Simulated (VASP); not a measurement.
A run of VASP 6.6.1:

The input INCAR:

```
PREC = Accurate ; ENCUT = 520
EDIFF = 1E-6 ; ISMEAR = 1
SIGMA = 0.1 ; LREAL = False
LASPH = True ; NELM = 60
ALGO = Fast ; ISIF = 2
LWAVE = False ; LCHARG = False
GGA = PE ; NBANDS = 14
```

KPOINTS

```
regular mesh
0
Gamma
  14 14 14
```

POSCAR

```
TiAl
1.0
    3.1863036826      0.0000000000      0.0000000000
    0.0000000000      3.1863036826      0.0000000000
    0.0000000000      0.0000000000      3.1863036826
Ti Al
1 1
Direct
    0.5000000000      0.5000000000      0.5000000000
    0.0000000000      0.0000000000      0.0000000000
```

Potentials or basis: VASP PAW PBE potentials, release 64 (Ti_sv, Al).

The run is started by

```console
$ cat potpaw_PBE.64/Ti_sv/POTCAR potpaw_PBE.64/Al/POTCAR > POTCAR
$ mpirun -np 1 vasp_std > vasp.out
```

Hardware: 1 thread of AMD EPYC 7R43 64-Core Processor (Zen 3), with other jobs on the host.

Task: How long does it take, and how much memory?

Result: Wall time 110 s on 1 thread of AMD EPYC 7R43 64-Core Processor (Zen 3) (shared host), peak memory 0.14 GiB. Counts: scf iterations 23, k points 120.
